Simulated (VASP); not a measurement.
# Cu (I4/mmm) in VASP: notebook

Runs on Cu. Level: PBE. Tasks: single point.

Everything below comes from runs of VASP 6.6.1. Logs are shortened: lines on timing, memory, paths and dates and some standing lists are left out, and cuts for length are marked.

### Step 1. The cell of the first run

It takes space group I4/mmm (No. 139, tetragonal). The conventional cell has a = 3.010 Å, b = 3.010 Å, c = 2.726 Å, α = 90.00°, β = 90.00°, γ = 90.00°. Cu (site symmetry 4/mmm) has 14 Cu at 2.53 to 3.01 Å within 3.3 Å.

### Step 2. Single point, PBE (biaxial strain in the a-b plane: +2.0 %)

INCAR

```
SYSTEM = Cu
PREC = Accurate
ENCUT = 520
EDIFF = 1E-6
ISMEAR = 0
SIGMA = 0.1
LREAL = .FALSE.
LASPH = .TRUE.
NELM = 60
ALGO = Fast
ISIF = 2
LWAVE = .FALSE.
LCHARG = .FALSE.
GGA = PE
NBANDS = 18
```

KPOINTS

```
regular mesh
0
G
  14 14 16
  0 0 0
```

POSCAR

```
Cu
1.0
    3.0100830822      0.0000000000      0.0000000000
    0.0000000000      3.0100830822      0.0000000000
    0.0000000000      0.0000000000      2.7260014626
Cu
2
Direct
    0.0000000000      0.0000000000      0.0000000000
    0.5000000000      0.5000000000      0.5000000000
```

Potentials or basis: VASP PAW PBE potentials, release 64 (Cu).

Started as:

```
> cat potpaw_PBE.64/Cu/POTCAR > POTCAR
> mpirun -np 1 vasp_std > vasp.out
```

OUTCAR:

```text
SYSTEM = Cu
   PREC = Accurate
   ENCUT = 520
   EDIFF = 1E-6
   ISMEAR = 0
   LREAL = .FALSE.
   LASPH = .TRUE.
   NELM = 60
   ISIF = 2
   GGA = PE

 ion  position               nearest neighbor table
   1  0.000  0.000  0.000-   2 2.53   2 2.53   2 2.53   2 2.53   2 2.53   2 2.53   2 2.53   2 2.53

   2  0.500  0.500  0.500-   1 2.53   1 2.53   1 2.53   1 2.53   1 2.53   1 2.53   1 2.53   1 2.53

  LATTYP: Found a simple tetragonal cell.
 ALAT       =     3.0100830822
 C/A-ratio  =     0.9056233294

  Lattice vectors:

 A1 = (   3.0100830822,   0.0000000000,   0.0000000000)
 A2 = (   0.0000000000,   3.0100830822,   0.0000000000)
 A3 = (   0.0000000000,   0.0000000000,   2.7260014626)

Analysis of symmetry for initial positions (statically):
=====================================================================
 Subroutine PRICEL returns following result:

  LATTYP: Found a body centered tetragonal cell.
 ALAT       =     3.0100830822
 C/A-ratio  =     0.9056233294

  Lattice vectors:

 A1 = (  -1.5050415411,  -1.5050415411,  -1.3630007313)
 A2 = (   1.5050415411,   1.5050415411,  -1.3630007313)
 A3 = (   1.5050415411,  -1.5050415411,   1.3630007313)

   2 primitive cells build up your supercell.

 Routine SETGRP: Setting up the symmetry group for a
 simple tetragonal supercell.

 Subroutine GETGRP returns: Found 16 space group operations
 (whereof 16 operations were pure point group operations)
 out of a pool of 16 trial point group operations.

The static configuration has the point symmetry D_4h.

Analysis of symmetry for dynamics (positions and initial velocities):
=====================================================================
 Subroutine PRICEL returns following result:

  LATTYP: Found a body centered tetragonal cell.
 ALAT       =     3.0100830822
 C/A-ratio  =     0.9056233294

  Lattice vectors:

 A1 = (  -1.5050415411,  -1.5050415411,  -1.3630007313)
 A2 = (   1.5050415411,   1.5050415411,  -1.3630007313)
 A3 = (   1.5050415411,  -1.5050415411,   1.3630007313)

   2 primitive cells build up your supercell.

 Routine SETGRP: Setting up the symmetry group for a
 simple tetragonal supercell.

 Subroutine GETGRP returns: Found 16 space group operations
 (whereof 16 operations were pure point group operations)
 out of a pool of 16 trial point group operations.

The dynamic configuration has the point symmetry D_4h.

 Subroutine INISYM returns: Found 16 space group operations
[... 93 lines left out ...]
   ENCUT  =  520.0 eV  38.22 Ry    6.18 a.u.   5.60  5.60  5.07*2*pi/ulx,y,z
   NELM   =     60;   NELMIN=  2; NELMDL= -5     # of ELM steps
   EDIFF  = 0.1E-05   stopping-criterion for ELM
   LREAL  =      F    real-space projection
   EDIFFG = 0.1E-04   stopping-criterion for IOM
   NSW    =      0    number of steps for IOM
   IBRION =     -1    ionic relax: 0-MD 1-quasi-New 2-CG
   NFREE  =      0    steps in history (QN), initial steepest desc. (CG)
   ISIF   =      2    stress and relaxation
   ISYM   =      2    0-nonsym 1-usesym 2-fastsym
   POTIM  = 0.5000    time-step for ionic-motion
   TEBEG  =    0.0;   TEEND  =   0.0 temperature during run
   PSTRESS=    0.0 pullay stress
   NELECT =      22.0000    total number of electrons
   NUPDOWN=      -1.0000    fix difference up-down
   EMIN   =  10.00;   EMAX   =-10.00  energy-range for DOS
   EFERMI =   0.00;   METHOD = LEGACY
   ISMEAR =     0;   SIGMA  =   0.10  broadening in eV -4-tet -1-fermi 0-gaus
   EFERMI_NEDOS =   21; number of points for ismear=-14 and -15
   IALGO  =     68    algorithm
   IMIX   =      4    mixing-type and parameters
     AMIX     =   0.40;   BMIX     =  1.00
     AMIX_MAG =   1.60;   BMIX_MAG =  1.00
  volume/ion in A,a.u.               =      12.35        83.34
  Fermi-wavevector in a.u.,A,eV,Ry     =   1.575148  2.976598 33.757297  2.481091
  Thomas-Fermi vector in A             =   2.676175
   LORBIT       =      0    0 simple, 1 ext, 2 COOP (PROOUT), +10 PAW based schemes
   GGA     = PE    functional components
   LHFCALC =     F    Hartree Fock is set to
   AEXX    =    0.0000 exact exchange contribution
   IVDW    =     0    specifies the selected vdW correction
   LEPSILON=     F    determine dielectric tensor
   LRPA    =     F    only Hartree local field effects (RPA)
 non-spin polarized calculation
 RMM-DIIS sequential band-by-band and
 Gauss-broadening in eV      SIGMA  =   0.10
  energy-cutoff  :      520.00
  volume of cell :       24.70
 maximum number of plane-waves:       683
 NGX is ok and might be reduce to    24
   NGX = 11   NGY = 11   NGZ = 11

 number of electron      22.0000002 magnetization

 Free energy of the ion-electron system (eV)
  ---------------------------------------------------
  ext. energy  EPLUGINS =         0.00000000
  ---------------------------------------------------
  free energy    TOTEN  =        -7.38215276 eV

  energy without entropy =       -7.37884708  energy(sigma->0) =       -7.38049992

 E-fermi :   7.0755     XC(G=0): -12.4687

 val. band max:        7.0667589016   @ k =   0.4286   0.0714   0.2500
 cond. band min:       7.0827053864   @ k =   0.0000   0.0000   0.4375
 fundamental gap:      0.0159464848
 Fermi energy:         7.0754913272

 k-point     1 :       0.0000    0.0000    0.0000
  band No.  band energies     occupation
      1      -1.9664      2.00000
      2       2.6234      2.00000
      3       2.6883      2.00000
      4       3.8540      2.00000
      5       4.2284      2.00000
      6       4.2284      2.00000
[... 481 lines left out ...]
      5       3.9918      2.00000
      6       4.3624      2.00000
[... 10 lines left out ...]
     17      26.9579      0.00000
     18      27.1645      0.00000

 [... further k-points ...]

------------------------ aborting loop because EDIFF is reached ----------------------------------------

  FORCE on cell =-STRESS in cart. coord.  units (eV):
  Direction    XX          YY          ZZ          XY          YZ          ZX
  --------------------------------------------------------------------------------------
  -------------------------------------------------------------------------------------
  Total       -0.3889697     -0.3889697     -0.3716868      0.0000000      0.0000000      0.0000000
  in kB      -25.2315108    -25.2315108    -24.1104128      0.0000000      0.0000000      0.0000000
  external PRESSURE =     -24.8578114 kB  Pullay stress =       0.0000000 kB

 VOLUME and BASIS-vectors are now :
 -----------------------------------------------------------------------------
  energy-cutoff  :      520.00
  volume of cell :       24.70
      direct lattice vectors                 reciprocal lattice vectors
     3.010083082  0.000000000  0.000000000     0.332216744  0.000000000  0.000000000
     0.000000000  3.010083082  0.000000000     0.000000000  0.332216744  0.000000000
     0.000000000  0.000000000  2.726001463     0.000000000  0.000000000  0.366837661

 POSITION                                       TOTAL-FORCE (eV/Angst)
 -----------------------------------------------------------------------------------
      0.00000      0.00000      0.00000        -0.000000     -0.000000      0.000000
      1.50504      1.50504      1.36300         0.000000      0.000000     -0.000000
 -----------------------------------------------------------------------------------
    total drift:                                0.000000      0.000000     -0.000000

  FREE ENERGIE OF THE ION-ELECTRON SYSTEM (eV)
  ---------------------------------------------------
  free  energy   TOTEN  =        -7.3821527619 eV

  energy  without entropy=       -7.3788470780  energy(sigma->0) =       -7.38049992
```

OSZICAR:

```text
N       E                     dE             d eps       ncg     rms          rms(c)
DAV:   1     0.124609122635E+03    0.12461E+03   -0.10651E+04 12696   0.216E+03
DAV:   2    -0.286965587987E+01   -0.12748E+03   -0.12072E+03 11696   0.286E+02
DAV:   3    -0.906476071239E+01   -0.61951E+01   -0.59332E+01 13048   0.863E+01
DAV:   4    -0.913638719971E+01   -0.71626E-01   -0.71563E-01 13584   0.994E+00
DAV:   5    -0.913735941427E+01   -0.97221E-03   -0.97218E-03 13884   0.979E-01    0.107E+01
RMM:   6    -0.811029721477E+01    0.10271E+01   -0.11177E+01 13585   0.588E+01    0.642E+00
RMM:   7    -0.740115615637E+01    0.70914E+00   -0.21345E+00 13384   0.268E+01    0.137E+00
RMM:   8    -0.738434581455E+01    0.16810E-01   -0.54843E-02 13759   0.218E+00    0.386E-01
RMM:   9    -0.738185144372E+01    0.24944E-02   -0.14017E-02 14083   0.218E+00    0.361E-02
RMM:  10    -0.738213067065E+01   -0.27923E-03   -0.24958E-03 14912   0.494E-01    0.204E-02
RMM:  11    -0.738216841383E+01   -0.37743E-04   -0.24870E-04 14226   0.254E-01    0.463E-02
RMM:  12    -0.738214860362E+01    0.19810E-04   -0.11633E-04 14694   0.163E-01    0.671E-03
RMM:  13    -0.738215233124E+01   -0.37276E-05   -0.33006E-05 13543   0.515E-02    0.412E-03
RMM:  14    -0.738215276194E+01   -0.43070E-06   -0.30681E-06  9468   0.242E-02
   1 F= -.73821528E+01 E0= -.73804999E+01  d E =-.330568E-02
```

It took 1.7 min on 1 thread of Intel Xeon Platinum 8259CL at 2.50GHz (Skylake/Cascade Lake), shared host; peak memory 0.22 GiB.

Results:

```yaml
Free_energy: -7.3822 eV
Pressure: -2.5 GPa
Band_gap_on_the_k_mesh: zero (band 11 reaches 12.95 eV, above the bottom of band 12 at 5.53 eV)
```

Stress tensor (GPa, compression positive):
```
-2.52  0.00  0.00
 0.00 -2.52  0.00
 0.00  0.00 -2.41
```

Levels at points of the mesh, in eV from the Fermi level:
```
           k point  band 9  band 10  band 11  band 12  band 13  band 14
(0.00, 0.00, 0.00)   -1.56    -1.56    -1.46     6.82     6.82    10.55
(0.50, 0.00, 0.00)   -2.21    -2.21    -1.54    -1.54    12.70    12.70
(0.50, 0.50, 0.00)   -1.42    -1.42    -0.96    -0.96     3.42     3.42
(0.00, 0.00, 0.50)   -2.33    -2.33    -0.80    -0.80    13.75    13.75
(0.50, 0.00, 0.50)   -1.38    -1.38    -0.22    -0.22     4.49     4.49
(0.50, 0.50, 0.50)   -1.85    -1.85     5.88     5.88     6.56     6.56
```

Caveat: the cell differs from its parent crystal (biaxial strain in the a-b plane: +2.0 %).

### Step 3. Single point, PBE (biaxial strain in the a-b plane: +3.0 %)

INCAR

```
SYSTEM = Cu
ALGO = Fast
EDIFF = 1E-6
ENCUT = 520
GGA = PE
ISIF = 2
ISMEAR = 0
LASPH = .TRUE.
LCHARG = .FALSE.
LREAL = .FALSE.
LWAVE = .FALSE.
NBANDS = 18
NELM = 60
PREC = Accurate
SIGMA = 0.1
```

KPOINTS

```
k-points
0
G
  14 14 16
  0 0 0
```

POSCAR

```
Cu
1.0
    3.0395937007      0.0000000000      0.0000000000
    0.0000000000      3.0395937007      0.0000000000
    0.0000000000      0.0000000000      2.7094467978
Cu
2
Direct
    0.0000000000      0.0000000000      0.0000000000
    0.5000000000      0.5000000000      0.5000000000
```

Potentials or basis: VASP PAW PBE potentials, release 64 (Cu).

Started as:

```
> cat potpaw_PBE.64/Cu/POTCAR > POTCAR
> mpirun -np 1 vasp_std > vasp.out
```

Wall time 95 s (1 thread of Intel Xeon Platinum 8259CL at 2.50GHz (Skylake/Cascade Lake), shared host); peak memory 0.22 GiB.

It converged, with:

```yaml
Free_energy: -7.3741 eV
Pressure: -4.2 GPa
Band_gap_on_the_k_mesh: zero (band 11 reaches 12.69 eV, above the bottom of band 12 at 5.35 eV)
```

Stress tensor (GPa, compression positive):
```
-4.34  0.00  0.00
 0.00 -4.34  0.00
 0.00  0.00 -3.84
```

Levels at points of the mesh, in eV from the Fermi level:
| k point | band 8 | band 9 | band 10 | band 11 | band 12 | band 13 | band 14 | band 15 |
| --- | --- | --- | --- | --- | --- | --- | --- | --- |
| (0.00, 0.00, 0.00) | -1.85 | -1.55 | -1.55 | -1.44 | 6.60 | 6.60 | 10.91 | 12.09 |
| (0.50, 0.00, 0.00) | -2.44 | -2.17 | -2.17 | -1.56 | -1.56 | 12.37 | 12.37 | 14.64 |
| (0.50, 0.50, 0.00) | -2.04 | -1.41 | -1.41 | -0.98 | -0.98 | 3.26 | 3.26 | 19.14 |
| (0.00, 0.00, 0.50) | -2.84 | -2.30 | -2.30 | -0.71 | -0.71 | 13.58 | 13.58 | 13.58 |
| (0.50, 0.00, 0.50) | -1.71 | -1.38 | -1.38 | -0.14 | -0.14 | 4.49 | 4.49 | 15.89 |
| (0.50, 0.50, 0.50) | -2.00 | -1.82 | -1.82 | 5.77 | 5.77 | 6.56 | 6.56 | 6.56 |

Caveat: the cell differs from its parent crystal (biaxial strain in the a-b plane: +3.0 %).

### Step 4. Single point, PBE (strain along c alone, the other axes held: -1.0 %)

INCAR

```
PREC = Accurate
ENCUT = 700
EDIFF = 1E-6
ISMEAR = 0
SIGMA = 0.1
LREAL = F
LASPH = T
NELM = 120
ALGO = Normal
ISIF = 2
LWAVE = F
LCHARG = T
GGA = PE
LELF = T
LVHAR = T
NBANDS = 26
GGA_COMPAT = F
```

KPOINTS

```
Automatic mesh
0
Gamma
  14 14 16
```

POSCAR

```
Cu
1.0
    2.9510618436      0.0000000000      0.0000000000
    0.0000000000      2.9510618436      0.0000000000
    0.0000000000      0.0000000000      2.7315196881
Cu
2
Direct
    0.0000000000      0.0000000000      0.0000000000
    0.5000000000      0.5000000000      0.5000000000
```

Potentials or basis: VASP PAW PBE potentials, release 64 (Cu_sv_GW).

Started as:

```
> cat potpaw_PBE.64/Cu_sv_GW/POTCAR > POTCAR
> mpirun -np 1 vasp_std > vasp.out
```

It took 3.1 min on 1 thread of AMD EPYC 9R45 (Zen 5), shared host; peak memory 0.37 GiB.

It converged, with:

```yaml
Free_energy: -7.5160 eV
Pressure: -3.6 GPa
Band_gap_on_the_k_mesh: zero (band 19 reaches 13.62 eV, above the bottom of band 20 at 6.04 eV)
```

Stress tensor (GPa, compression positive):
```
-3.65  0.00  0.00
 0.00 -3.65  0.00
 0.00  0.00 -3.44
```

Levels at points of the mesh, in eV from the Fermi level:
| k point | band 16 | band 17 | band 18 | band 19 | band 20 | band 21 | band 22 | band 23 |
| --- | --- | --- | --- | --- | --- | --- | --- | --- |
| (0.00, 0.00, 0.00) | -1.92 | -1.52 | -1.52 | -1.44 | 7.16 | 7.16 | 10.13 | 12.79 |
| (0.50, 0.00, 0.00) | -2.60 | -2.24 | -2.24 | -1.48 | -1.48 | 13.31 | 13.31 | 15.52 |
| (0.50, 0.50, 0.00) | -2.04 | -1.37 | -1.37 | -1.01 | -1.01 | 3.75 | 3.75 | 18.81 |
| (0.00, 0.00, 0.50) | -2.89 | -2.34 | -2.34 | -0.89 | -0.89 | 14.15 | 14.15 | 14.15 |
| (0.50, 0.00, 0.50) | -1.80 | -1.33 | -1.33 | -0.42 | -0.42 | 4.59 | 4.59 | 16.71 |
| (0.50, 0.50, 0.50) | -2.00 | -1.86 | -1.86 | 6.10 | 6.10 | 6.64 | 6.64 | 6.64 |

Caveat: the cell differs from its parent crystal (strain along c alone, the other axes held: -1.0 %).

### Step 5. Summary

```tsv
potentials or basis	cell	cutoff (eV)	second run	gap on the mesh (eV)	pressure (GPa)
VASP PAW PBE potentials, release 64 (Cu)	a = 3.010, b = 3.010, c = 2.726 Å, 2 atoms	520	-	none	-2.5
VASP PAW PBE potentials, release 64 (Cu)	a = 3.040, b = 3.040, c = 2.709 Å, 2 atoms	520	-	none	-4.2
VASP PAW PBE potentials, release 64 (Cu_sv_GW)	a = 2.951, b = 2.951, c = 2.732 Å, 2 atoms	700	valence_matched	none	-3.6
```

Alike in all rows: task single point; level PBE; no spin polarisation; k mesh 14 × 14 × 16; smearing gaussian 0.1 eV.

Absolute energies hang on the potentials; compare differences alone.
